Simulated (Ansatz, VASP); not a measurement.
**Be2Sb: VASP beside Ansatz**

```
Be Sb
1.0
     4.58541    0.00000    0.00000
     0.00000    4.54480    0.00000
     0.00000    0.00000    4.74693
Be Sb
4 2
Direct
  0.25654 0.49999 0.00000
  0.74346 0.50001 0.00000
  0.75654 0.00001 0.50000
  0.24346 0.99999 0.50000
  0.00000 0.00000 0.00000
  0.50000 0.50000 0.50000
```

Alike in both runs: functional PBE; k mesh 4 × 4 × 6; occupations gaussian, width 0.1 eV; no spin polarisation.

Ansatz relaxed the structure, and its values are those at the end. VASP's run is a single point on that final structure, the one shown.

|  | VASP | Ansatz |
| --- | --- | --- |
| version | VASP 6.6.1 | Ansatz 0.2.0 |
| potentials or method | VASP PAW PBE potentials, release 64 (Be, Sb), cutoff 520 eV | scalar-relativistic, plane waves, PAW |
| valence electrons in the cell | 18 | 38 |

Ansatz gave:

* gap on the k mesh at the Fermi level (eV): none
* pressure (GPa): 0.1
* rms of the force components (eV/Å): 0.007

Which values does VASP return?

gap on the k mesh at the Fermi level (eV): none; pressure (GPa): 0.4; rms of the force components (eV/Å): 0.006.

A gap of «none» marks a metal or a gap that the smearing closes. VASP's potentials hold 18 valence electrons a cell and Ansatz's 38, so a difference there can come from the potentials and not from the codes.

Spin-orbit coupling is off throughout.
